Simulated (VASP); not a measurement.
Runs of VASP 6.6.1 on Mg. The structure is that of space group Fm-3m (No. 225), or close to it. The cells are those of the table. This isn't the form of Mg at room conditions, which is hcp.

```csv
task,cell,k mesh,cutoff (eV),gap on the mesh (eV),pressure (GPa),relaxed volume (Å³/atom)
relaxation of cell and atoms,"relaxed from a = 2.635 Å, angles 60.0°, 1 atom",10 × 10 × 10,600,none,-0.1,22.70
single point,"a = 3.164 Å, angles 60.0°, 1 atom",10 × 10 × 10,520,none,(a),-
single point,"a = 2.635 Å, angles 60.0°, 1 atom",8 × 8 × 8,520,none,61.7,-
relaxation of cell and atoms,"relaxed from a = 3.164 Å, angles 60.0°, 1 atom",16 × 16 × 16,600,none,0.0,22.65
single point,"a = 3.177 Å, angles 60.0°, 1 atom",16 × 16 × 16,520,none,0.0,-
```

Alike in all rows: level PBEsol; potentials or basis VASP PAW PBE potentials, release 64 (Mg); no spin polarisation; smearing gaussian 0.1 eV.

Question: Fill in the values left out.

Answer: (a) 0.4.

Caveats: some runs use coarse meshes; the PAW data sets were made with another functional, which shifts forces and pressure a little; the volume moved by over 15 % at a fixed basis, so the end points are rough (at least some runs).

A gap of «none» marks levels without a gap at the run's occupations.
